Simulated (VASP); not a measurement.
# TlNiS2 (R-3m) in VASP: single point with PBE

Aim: the single point of TlNiS2 with PBE.

Everything below comes from runs of VASP 6.6.1. Logs are shortened: lines on timing, memory, paths and dates and some standing lists are left out, and cuts for length are marked.

## (1) The cell of the first run

It takes space group R-3m (No. 166, trigonal). Conventional cell: a = 3.775 Å, b = 3.775 Å, c = 20.555 Å, α = 90.00°, β = 90.00°, γ = 120.00°. Tl (site symmetry -3m) has 6 S at 3.00 Å and 6 Tl at 3.77 Å within 3.9 Å. Ni (site symmetry -3m) has 6 S at 2.57 Å within 3.4 Å. Within 3.4 Å of S (site symmetry 3m) lie 3 Ni at 2.57 Å and 3 Tl at 3.00 Å.

## (2) Single point, PBE, collinear spin, ferromagnetic start

The input, INCAR:

```
PREC = Accurate
ENCUT = 520
EDIFF = 1E-6
ISMEAR = -1
SIGMA = 0.05
LREAL = False
LASPH = True
NELM = 150
ALGO = Normal
ISIF = 2
LWAVE = False
LCHARG = False
ISPIN = 2
MAGMOM = 0 2.5 0 0
LORBIT = 11
LMAXMIX = 4
GGA = PE
NBANDS = 30
```

The input, KPOINTS:

```
regular mesh
0
Gamma
  8 8 8
```

The input, POSCAR:

```
TlNiS2
1.0
    1.8872841500      1.0896240100      6.8515616300
   -1.8872841500      1.0896240100      6.8515616300
    0.0000000000     -2.1792480200      6.8515616300
Tl Ni S
1 1 2
Direct
    0.5000000000      0.5000000000      0.5000000000
    0.0000000000      0.0000000000      0.0000000000
    0.2667000000      0.2667000000      0.2667000000
    0.7333000000      0.7333000000      0.7333000000
```

Potentials or basis: VASP PAW PBE potentials, release 64 (Tl_d, Ni, S).

Started as:

```sh
cat potpaw_PBE.64/Tl_d/POTCAR potpaw_PBE.64/Ni/POTCAR potpaw_PBE.64/S/POTCAR > POTCAR
mpirun -np 1 vasp_std > vasp.out
```

OUTCAR:

```text
PREC = Accurate
   ENCUT = 520
   EDIFF = 1E-6
   ISMEAR = -1
   LREAL = False
   LASPH = True
   NELM = 150
   ISIF = 2
   ISPIN = 2
   LORBIT = 11
   GGA = PE

 ion  position               nearest neighbor table
   1  0.500  0.500  0.500-   3 3.00   4 3.00   3 3.00   3 3.00   4 3.00   4 3.00
   2  0.000  0.000  0.000-   4 2.57   3 2.57   4 2.57   4 2.57   3 2.57   3 2.57
   3  0.267  0.267  0.267-   2 2.57   2 2.57   2 2.57   1 3.00   1 3.00   1 3.00
   4  0.733  0.733  0.733-   2 2.57   2 2.57   2 2.57   1 3.00   1 3.00   1 3.00

  LATTYP: Found a trigonal (rhomboedric) cell.
 ALAT       =     7.1897857211
 COS(alpha) =     0.8621925536

  Lattice vectors:

 A1 = (   1.8872841500,   1.0896240100,   6.8515616300)
 A2 = (  -1.8872841500,   1.0896240100,   6.8515616300)
 A3 = (   0.0000000000,  -2.1792480200,   6.8515616300)

Analysis of symmetry for initial positions (statically):
=====================================================================
 Subroutine PRICEL returns:
 Original cell was already a primitive cell.

 Routine SETGRP: Setting up the symmetry group for a
 trigonal (rhombohedral) supercell.

 Subroutine GETGRP returns: Found 12 space group operations
 (whereof 12 operations were pure point group operations)
 out of a pool of 12 trial point group operations.

The static configuration has the point symmetry D_3d.

Analysis of symmetry for dynamics (positions and initial velocities):
=====================================================================
 Subroutine PRICEL returns:
 Original cell was already a primitive cell.

 Routine SETGRP: Setting up the symmetry group for a
 trigonal (rhombohedral) supercell.

 Subroutine GETGRP returns: Found 12 space group operations
 (whereof 12 operations were pure point group operations)
 out of a pool of 12 trial point group operations.

The dynamic configuration has the point symmetry D_3d.

Analysis of structural, dynamic, and magnetic symmetry:
=====================================================================
 Subroutine PRICEL returns:
 Original cell was already a primitive cell.

 Routine SETGRP: Setting up the symmetry group for a
 trigonal (rhombohedral) supercell.

 Subroutine GETGRP returns: Found 12 space group operations
 (whereof 12 operations were pure point group operations)
 out of a pool of 12 trial point group operations.

The overall configuration has the point symmetry D_3d.

 Subroutine INISYM returns: Found 12 space group operations
 (whereof 12 operations are pure point group operations),
 and found     1 'primitive' translations

----------------------------------------------------------------------------------------

[... 127 lines left out ...]
 spin polarized calculation
  energy-cutoff  :      520.00
  volume of cell :       84.54
 maximum number of plane-waves:      2296
 NGX is ok and might be reduce to    54
   NGX = 27   NGY = 27   NGZ = 27

 number of electron      35.0000006 magnetization       1.1543908

 Free energy of the ion-electron system (eV)
  ---------------------------------------------------
  ext. energy  EPLUGINS =         0.00000000
  ---------------------------------------------------
  free energy    TOTEN  =       -16.26382240 eV

  energy without entropy =      -16.24740305  energy(sigma->0) =      -16.25561273

 E-fermi :   5.0597     XC(G=0): -10.1129

 val. band max:        5.0555046937   @ k =   0.5000   0.5000   0.0000
 cond. band min:       5.0694199365   @ k =   0.2500   0.2500   0.1250
 fundamental gap:      0.0139152428
 Fermi energy:         5.0597151789

 spin component 1

 k-point     1 :       0.0000    0.0000    0.0000
  band No.  band energies     occupation
      1      -8.2101      1.00000
      2      -7.0901      1.00000
      3      -5.8566      1.00000
      4      -5.8566      1.00000
      5      -5.8165      1.00000
      6      -5.6694      1.00000
[... 757 lines left out ...]
     28      15.6885      0.00000
     29      16.0284      0.00000

 [... further k-points ...]

 spin component 2

 k-point     1 :       0.0000    0.0000    0.0000
  band No.  band energies     occupation
      1      -8.1329      1.00000
      2      -7.0050      1.00000
      3      -5.8545      1.00000
      4      -5.8545      1.00000
      5      -5.8157      1.00000
      6      -5.6680      1.00000
[... 757 lines left out ...]
     28      15.7772      0.00000
     29      16.1111      0.00000

 [... further k-points ...]

 [bands above 29 left out]

------------------------ aborting loop because EDIFF is reached ----------------------------------------

  FORCE on cell =-STRESS in cart. coord.  units (eV):
  Direction    XX          YY          ZZ          XY          YZ          ZX
  --------------------------------------------------------------------------------------
  -------------------------------------------------------------------------------------
  Total       -3.3955794     -3.3955793     -4.3474866      0.0000000     -0.0000000      0.0000000
  in kB      -64.3531325    -64.3531323    -82.3937098      0.0000000     -0.0000000      0.0000000
  external PRESSURE =     -70.3666582 kB  Pullay stress =       0.0000000 kB

 VOLUME and BASIS-vectors are now :
 -----------------------------------------------------------------------------
  energy-cutoff  :      520.00
  volume of cell :       84.54
      direct lattice vectors                 reciprocal lattice vectors
     1.887284150  1.089624010  6.851561630     0.264930959  0.152957961  0.048650709
    -1.887284150  1.089624010  6.851561630    -0.264930959  0.152957961  0.048650709
     0.000000000 -2.179248020  6.851561630     0.000000000 -0.305915922  0.048650709

 POSITION                                       TOTAL-FORCE (eV/Angst)
 -----------------------------------------------------------------------------------
      0.00000      0.00000     10.27734         0.000000     -0.000000     -0.000000
      0.00000      0.00000      0.00000        -0.000000      0.000000     -0.000000
      0.00000      0.00000      5.48193        -0.000000      0.000000      1.182230
      0.00000      0.00000     15.07275        -0.000000      0.000000     -1.182230
 -----------------------------------------------------------------------------------
    total drift:                                0.000000      0.000000      0.000000

  FREE ENERGIE OF THE ION-ELECTRON SYSTEM (eV)
  ---------------------------------------------------
  free  energy   TOTEN  =       -16.2638223995 eV

  energy  without entropy=      -16.2474030536  energy(sigma->0) =      -16.25561273

 total charge

# of ion       s       p       d       tot
------------------------------------------
    1        1.184   0.271   9.681  11.136
    2        0.322   0.287   8.206   8.815
    3        1.361   2.249   0.000   3.610
    4        1.361   2.249   0.000   3.610
--------------------------------------------------
tot          4.228   5.055  17.887  27.171

 magnetization (x)

# of ion       s       p       d       tot
------------------------------------------
    1       -0.027   0.028   0.003   0.003
    2        0.002  -0.000   0.935   0.937
    3        0.010   0.045   0.000   0.054
    4        0.010   0.045   0.000   0.054
--------------------------------------------------
tot         -0.005   0.117   0.937   1.049
```

It took 16 min on 1 thread of Intel Xeon Platinum 8488C (Sapphire Rapids), shared host; peak memory 0.68 GiB.

Results:

| Item | Value |
| --- | --- |
| Free energy | -16.2638 eV |
| Pressure | -7.0 GPa |
| Largest force | 1.182 eV/Å |
| Net moment | 1.15 μB per cell |
| Site moments | Tl +0.00; Ni +0.94; S +0.05 μB |
| Valence electrons inside the program's atomic spheres | Tl 11.14; Ni 8.81; S 3.61 |

Forces on the atoms (eV/Å):
```
Tl   0.000  0.000  0.000
Ni   0.000  0.000  0.000
S    0.000  0.000  1.182
S    0.000  0.000 -1.182
```

Stress tensor (GPa, compression positive):
```
-6.44  0.00  0.00
 0.00 -6.44  0.00
 0.00  0.00 -8.24
```

Caveat: spin-orbit coupling is left out, which moves the levels of the heavy elements; a cell with one magnetic atom can't hold antiferromagnetic order, which such compounds often take; forces of over 1 eV/Å act on the atoms, so gaps and moduli don't describe the material at rest. With open d or f shells a metallic result of PBE can be an artefact of self-interaction; +U or a hybrid may open a gap.
